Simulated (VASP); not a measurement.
## CaSe: single point with PBE

The system is CaSe.

```
Ca Se
1.0
     0.00000    3.11624    3.11624
     3.11624    0.00000    3.11624
     3.11624    3.11624    0.00000
Ca Se
1 1
Cartesian
  0.0000 0.0000 0.0000
  1.5581 1.5581 1.5581
```

This cell differs from its parent crystal: strain -5.0%.

- Program: VASP 6.6.1
- Task: single point
- Functional: PBE
- Potentials or basis: VASP PAW PBE potentials, release 64 (Ca_sv, Se)
- Cutoff: 520 eV
- k mesh: 6 × 6 × 6
- Occupations: fermi-dirac, width 0.02 eV
- Spin: no spin polarisation
- Dipole correction: no
- Further INCAR settings: ALGO = Normal; EDIFF = 1e-07; NBANDS = 15

- Pressure: 7.7 GPa
- Band gap on the k mesh: 3.51 eV, direct

Levels at points of the mesh, in eV from the valence-band top:
```csv
k point,band 5,band 6,band 7,band 8,band 9,band 10,band 11,band 12
"(0.00, 0.00, 0.00)",-10.56,-0.19,-0.19,-0.19,3.67,5.69,5.69,8.18
"(0.50, 0.00, 0.00)",-10.15,-1.42,-0.06,-0.06,5.44,5.85,5.85,6.43
"(0.50, 0.50, 0.00)",-10.02,-1.51,0.00,0.00,3.51,5.32,6.59,6.59
```

It took 62 s on 1 thread of AMD EPYC 7R13 (shared host), peak memory 0.17 GiB.

Caveat: the cell differs from its parent crystal (strain -5.0%). A k mesh can miss the band edges.
